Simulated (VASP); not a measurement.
# Mn (Pm-3n) in VASP: single point with revPBE

Aim: the single point of Mn with revPBE.

Program: VASP 6.6.1. These are calculated values, not measurements. Logs are shortened: lines on timing, memory, paths and dates and some standing lists are left out, and cuts for length are marked.

### Step 1. The cell of the first run

The structure is cubic, space group Pm-3n (No. 223). Conventional cell: a = 4.440 Å, b = 4.440 Å, c = 4.440 Å, α = 90.00°, β = 90.00°, γ = 90.00°. Mn (site symmetry m-3) has 12 Mn at 2.48 Å within 3.3 Å. Mn (site symmetry -4m2) has 14 Mn at 2.22 to 2.72 Å within 2.9 Å.

### Step 2. Single point, revPBE, collinear spin, ferromagnetic start

Input file INCAR:

```
PREC = Accurate ; ENCUT = 520
EDIFF = 1E-6 ; ISMEAR = -1
SIGMA = 0.05 ; LREAL = F
LASPH = T ; NELM = 150
ALGO = Normal ; ISIF = 2
LWAVE = F ; LCHARG = F
ISPIN = 2 ; MAGMOM = 3 3 3 3 3 3 3 3
LORBIT = 11 ; LMAXMIX = 4
GGA = RE ; NBANDS = 66
```

Input file KPOINTS:

```
regular mesh
0
Gamma
  6 6 6
```

Input file POSCAR:

```
Mn
1.0
    4.4403324772      0.0000000000      0.0000000000
    0.0000000000      4.4403324772      0.0000000000
    0.0000000000      0.0000000000      4.4403324772
Mn
8
Direct
    0.0000000000      0.0000000000      0.0000000000
    0.5000000000      0.5000000000      0.5000000000
    0.2500000000      0.0000000000      0.5000000000
    0.7500000000      0.0000000000      0.5000000000
    0.5000000000      0.2500000000      1.0000000000
    0.5000000000      0.7500000000      0.0000000000
    1.0000000000      0.5000000000      0.2500000000
    1.0000000000      0.5000000000      0.7500000000
```

Potentials or basis: VASP PAW PBE potentials, release 64 (Mn_pv).

Run with:

```bash
$ cat potpaw_PBE.64/Mn_pv/POTCAR > POTCAR
$ mpirun -np 1 vasp_std > vasp.out
```

OUTCAR:

```text
PREC = Accurate
   ENCUT = 520
   EDIFF = 1E-6
   ISMEAR = -1
   LREAL = F
   LASPH = T
   NELM = 150
   ISIF = 2
   ISPIN = 2
   LORBIT = 11
   GGA = RE

 ion  position               nearest neighbor table
   1  0.000  0.000  0.000-   3 2.48   4 2.48   5 2.48   6 2.48   7 2.48   8 2.48   3 2.48   4 2.48
                             7 2.48   8 2.48   5 2.48   6 2.48
   2  0.500  0.500  0.500-   3 2.48   4 2.48   5 2.48   6 2.48   7 2.48   8 2.48   5 2.48   6 2.48
                             3 2.48   4 2.48   7 2.48   8 2.48
   3  0.250  0.000  0.500-   4 2.22   4 2.22   1 2.48   1 2.48   2 2.48   2 2.48   8 2.72   7 2.72
                             8 2.72   7 2.72   6 2.72   5 2.72   5 2.72   6 2.72
   4  0.750  0.000  0.500-   3 2.22   3 2.22   1 2.48   1 2.48   2 2.48   2 2.48   8 2.72   7 2.72
                             8 2.72   7 2.72   6 2.72   5 2.72   5 2.72   6 2.72
   5  0.500  0.250  0.000-   6 2.22   6 2.22   1 2.48   2 2.48   2 2.48   1 2.48   8 2.72   7 2.72
                             7 2.72   8 2.72   3 2.72   4 2.72   3 2.72   4 2.72
   6  0.500  0.750  0.000-   5 2.22   5 2.22   1 2.48   2 2.48   2 2.48   1 2.48   8 2.72   7 2.72
                             7 2.72   8 2.72   3 2.72   4 2.72   3 2.72   4 2.72
   7  0.000  0.500  0.250-   8 2.22   8 2.22   1 2.48   2 2.48   1 2.48   2 2.48   3 2.72   4 2.72
                             5 2.72   3 2.72   4 2.72   6 2.72   5 2.72   6 2.72
   8  0.000  0.500  0.750-   7 2.22   7 2.22   1 2.48   2 2.48   1 2.48   2 2.48   3 2.72   4 2.72
                             5 2.72   3 2.72   4 2.72   6 2.72   5 2.72   6 2.72

  LATTYP: Found a simple cubic cell.
 ALAT       =     4.4403324772

  Lattice vectors:

 A1 = (   4.4403324772,   0.0000000000,   0.0000000000)
 A2 = (   0.0000000000,   4.4403324772,   0.0000000000)
 A3 = (   0.0000000000,   0.0000000000,   4.4403324772)

Analysis of symmetry for initial positions (statically):
=====================================================================
 Subroutine PRICEL returns:
 Original cell was already a primitive cell.

 Routine SETGRP: Setting up the symmetry group for a
 simple cubic supercell.

 Subroutine GETGRP returns: Found 48 space group operations
 (whereof 24 operations were pure point group operations)
 out of a pool of 48 trial point group operations.

The static configuration has the point symmetry T_h .
 The point group associated with its full space group is O_h .

Analysis of symmetry for dynamics (positions and initial velocities):
=====================================================================
 Subroutine PRICEL returns:
 Original cell was already a primitive cell.

 Routine SETGRP: Setting up the symmetry group for a
 simple cubic supercell.

 Subroutine GETGRP returns: Found 48 space group operations
 (whereof 24 operations were pure point group operations)
 out of a pool of 48 trial point group operations.

The dynamic configuration has the point symmetry T_h .
 The point group associated with its full space group is O_h .

Analysis of structural, dynamic, and magnetic symmetry:
=====================================================================
 Subroutine PRICEL returns:
 Original cell was already a primitive cell.

 Routine SETGRP: Setting up the symmetry group for a
 simple cubic supercell.

 Subroutine GETGRP returns: Found 48 space group operations
 (whereof 24 operations were pure point group operations)
 out of a pool of 48 trial point group operations.

The overall configuration has the point symmetry T_h .
 The point group associated with its full space group is O_h .

 Subroutine INISYM returns: Found 48 space group operations
 (whereof 24 operations are pure point group operations),
 and found     1 'primitive' translations

----------------------------------------------------------------------------------------

                                     Primitive cell

  volume of cell :      87.5480

  direct lattice vectors                    reciprocal lattice vectors
     4.440332477  0.000000000  0.000000000     0.225208361  0.000000000  0.000000000
     0.000000000  4.440332477  0.000000000     0.000000000  0.225208361  0.000000000
     0.000000000  0.000000000  4.440332477     0.000000000  0.000000000  0.225208361

  length of vectors
     4.440332477  4.440332477  4.440332477     0.225208361  0.225208361  0.225208361

  position of ions in fractional coordinates (direct lattice)
[... 77 lines left out ...]
   PREC   = accura    normal or accurate (medium, high low for compatibility)
   ISTART =      0    job   : 0-new  1-cont  2-samecut
   ICHARG =      2    charge: 1-file 2-atom 10-const
   ISPIN  =      2    spin polarized calculation?
   LNONCOLLINEAR =      F non collinear calculations
   LSORBIT =      F    spin-orbit coupling
   LASPH  =      T    aspherical Exc in radial PAW
   ENCUT  =  520.0 eV  38.22 Ry    6.18 a.u.   8.26  8.26  8.26*2*pi/ulx,y,z
   NELM   =    150;   NELMIN=  2; NELMDL= -5     # of ELM steps
   EDIFF  = 0.1E-05   stopping-criterion for ELM
   LREAL  =      F    real-space projection
   EDIFFG = 0.1E-04   stopping-criterion for IOM
   NSW    =      0    number of steps for IOM
   IBRION =     -1    ionic relax: 0-MD 1-quasi-New 2-CG
   NFREE  =      0    steps in history (QN), initial steepest desc. (CG)
   ISIF   =      2    stress and relaxation
   ISYM   =      2    0-nonsym 1-usesym 2-fastsym
   POTIM  = 0.5000    time-step for ionic-motion
   TEBEG  =    0.0;   TEEND  =   0.0 temperature during run
   PSTRESS=    0.0 pullay stress
   NELECT =     104.0000    total number of electrons
   NUPDOWN=      -1.0000    fix difference up-down
   EMIN   =  10.00;   EMAX   =-10.00  energy-range for DOS
   EFERMI =   0.00;   METHOD = LEGACY
   ISMEAR =    -1;   SIGMA  =   0.05  broadening in eV -4-tet -1-fermi 0-gaus
   EFERMI_NEDOS =   21; number of points for ismear=-14 and -15
   IALGO  =     38    algorithm
   IMIX   =      4    mixing-type and parameters
     AMIX     =   0.40;   BMIX     =  1.00
     AMIX_MAG =   1.60;   BMIX_MAG =  1.00
  volume/ion in A,a.u.               =      10.94        73.85
  Fermi-wavevector in a.u.,A,eV,Ry     =   1.733819  3.276443 40.900865  3.006129
  Thomas-Fermi vector in A             =   2.807733
   LORBIT       =     11    0 simple, 1 ext, 2 COOP (PROOUT), +10 PAW based schemes
   GGA     = RE    functional components
   LHFCALC =     F    Hartree Fock is set to
   AEXX    =    0.0000 exact exchange contribution
   IVDW    =     0    specifies the selected vdW correction
   LEPSILON=     F    determine dielectric tensor
   LRPA    =     F    only Hartree local field effects (RPA)
 spin polarized calculation
  energy-cutoff  :      520.00
  volume of cell :       87.55
 maximum number of plane-waves:      2376
 NGX is ok and might be reduce to    36
   NGX = 17   NGY = 17   NGZ = 17

 number of electron     104.0000000 magnetization      24.0000000

 number of electron     103.9999943 magnetization       0.9942431

 Free energy of the ion-electron system (eV)
  ---------------------------------------------------
  ext. energy  EPLUGINS =         0.00000000
  ---------------------------------------------------
  free energy    TOTEN  =       -68.20873726 eV

  energy without entropy =      -68.10728363  energy(sigma->0) =      -68.15801044

 E-fermi :  10.5287     XC(G=0): -13.8128

 val. band max:       10.5147615288   @ k =   0.3333   0.1667   0.1667
 cond. band min:      10.5379520969   @ k =   0.3333   0.3333   0.0000
 fundamental gap:      0.0231905681
 Fermi energy:        10.5286671512

 spin component 1

 k-point     1 :       0.0000    0.0000    0.0000
  band No.  band energies     occupation
      1     -38.3764      1.00000
      2     -38.3764      1.00000
      3     -38.2905      1.00000
      4     -38.1022      1.00000
      5     -38.1022      1.00000
      6     -38.1022      1.00000
[... 1329 lines left out ...]
     63      11.5851      0.00000
     64      11.5851      0.00000
 Fermi energy:        10.5286671512

 spin component 2

 k-point     1 :       0.0000    0.0000    0.0000
  band No.  band energies     occupation
      1     -38.3104      1.00000
      2     -38.3104      1.00000
      3     -38.2243      1.00000
      4     -37.9577      1.00000
      5     -37.9577      1.00000
      6     -37.9577      1.00000
[... 1329 lines left out ...]
     63      11.7420      0.00000
     64      11.7420      0.00000
 [bands above 64 left out]

------------------------ aborting loop because EDIFF is reached ----------------------------------------

  FORCE on cell =-STRESS in cart. coord.  units (eV):
  Direction    XX          YY          ZZ          XY          YZ          ZX
  --------------------------------------------------------------------------------------
  -------------------------------------------------------------------------------------
  Total        0.0727421      0.0727421      0.0727421      0.0000000      0.0000000      0.0000000
  in kB        1.3312210      1.3312210      1.3312210      0.0000000      0.0000000      0.0000000
  external PRESSURE =       1.3312210 kB  Pullay stress =       0.0000000 kB

 VOLUME and BASIS-vectors are now :
 -----------------------------------------------------------------------------
  energy-cutoff  :      520.00
  volume of cell :       87.55
      direct lattice vectors                 reciprocal lattice vectors
     4.440332477  0.000000000  0.000000000     0.225208361  0.000000000  0.000000000
     0.000000000  4.440332477  0.000000000     0.000000000  0.225208361  0.000000000
     0.000000000  0.000000000  4.440332477     0.000000000  0.000000000  0.225208361

 POSITION                                       TOTAL-FORCE (eV/Angst)
 -----------------------------------------------------------------------------------
      0.00000      0.00000      0.00000        -0.000000      0.000000      0.000000
      2.22017      2.22017      2.22017        -0.000000      0.000000      0.000000
      1.11008      0.00000      2.22017         0.000000     -0.000000     -0.000000
      3.33025      0.00000      2.22017        -0.000000      0.000000      0.000000
      2.22017      1.11008      0.00000        -0.000000      0.000000      0.000000
      2.22017      3.33025      0.00000         0.000000      0.000000     -0.000000
      0.00000      2.22017      1.11008         0.000000     -0.000000     -0.000000
      0.00000      2.22017      3.33025        -0.000000      0.000000      0.000000
 -----------------------------------------------------------------------------------
    total drift:                                0.000000      0.000000     -0.000000

  FREE ENERGIE OF THE ION-ELECTRON SYSTEM (eV)
  ---------------------------------------------------
  free  energy   TOTEN  =       -68.2087372554 eV

  energy  without entropy=      -68.1072836318  energy(sigma->0) =      -68.15801044

 total charge

# of ion       s       p       d       tot
------------------------------------------
    1        0.424   6.411   5.141  11.976
    2        0.424   6.411   5.141  11.976
    3        0.413   6.393   5.147  11.952
    4        0.413   6.393   5.147  11.952
    5        0.413   6.393   5.147  11.952
    6        0.413   6.393   5.147  11.952
    7        0.413   6.393   5.147  11.952
    8        0.413   6.393   5.147  11.952
--------------------------------------------------
tot          3.324  51.181  41.163  95.668

 magnetization (x)

# of ion       s       p       d       tot
------------------------------------------
    1        0.001   0.001   0.281   0.282
    2        0.001   0.001   0.281   0.282
    3       -0.001  -0.003   0.075   0.071
    4       -0.001  -0.003   0.075   0.071
    5       -0.001  -0.003   0.075   0.071
    6       -0.001  -0.003   0.075   0.071
    7       -0.001  -0.003   0.075   0.071
    8       -0.001  -0.003   0.075   0.071
--------------------------------------------------
tot         -0.006  -0.014   1.013   0.992
```

Wall time 19 min (1 thread of Intel Xeon 8259CL, shared host); peak memory 0.33 GiB.

What came out:

* Free energy: -68.2087 eV
* Pressure: 0.1 GPa
* Net moment: 0.99 μB per cell
* Site moments: Mn +0.28, +0.07 (each value once) μB
* Valence electrons inside the program's atomic spheres: Mn 11.98, 11.95 (each value once)

Levels at points of the mesh, in eV from the Fermi level:
Spin up:
```csv
k point,band 50,band 51,band 52,band 53,band 54,band 55,band 56,band 57
"(0.00, 0.00, 0.00)",-0.07,-0.07,-0.07,0.07,0.07,0.07,0.27,0.27
"(0.50, 0.00, 0.00)",-0.47,-0.44,-0.44,-0.27,-0.27,0.22,0.22,0.72
"(0.50, 0.50, 0.00)",-0.69,-0.54,-0.13,0.17,0.25,0.26,0.40,0.48
"(0.50, 0.50, 0.50)",-0.13,-0.13,-0.13,-0.13,-0.13,0.80,0.80,0.80
```
Spin down:
```
           k point  band 47  band 48  band 49  band 50  band 51  band 52  band 53  band 54  band 55  band 56
(0.00, 0.00, 0.00)    -0.85    -0.85    -0.85     0.10     0.10     0.10     0.12     0.12     0.12     0.40
(0.50, 0.00, 0.00)    -1.22    -1.22    -0.37    -0.37    -0.33    -0.33    -0.04    -0.04     0.38     0.38
(0.50, 0.50, 0.00)    -1.13    -0.66    -0.64    -0.64    -0.50    -0.09     0.24     0.48     0.50     0.59
(0.50, 0.50, 0.50)    -1.64    -1.64    -0.02    -0.02    -0.02    -0.02    -0.02    -0.02     0.98     0.98
```

Caveat: the PAW data sets were made with another functional, which shifts forces and pressure a little.
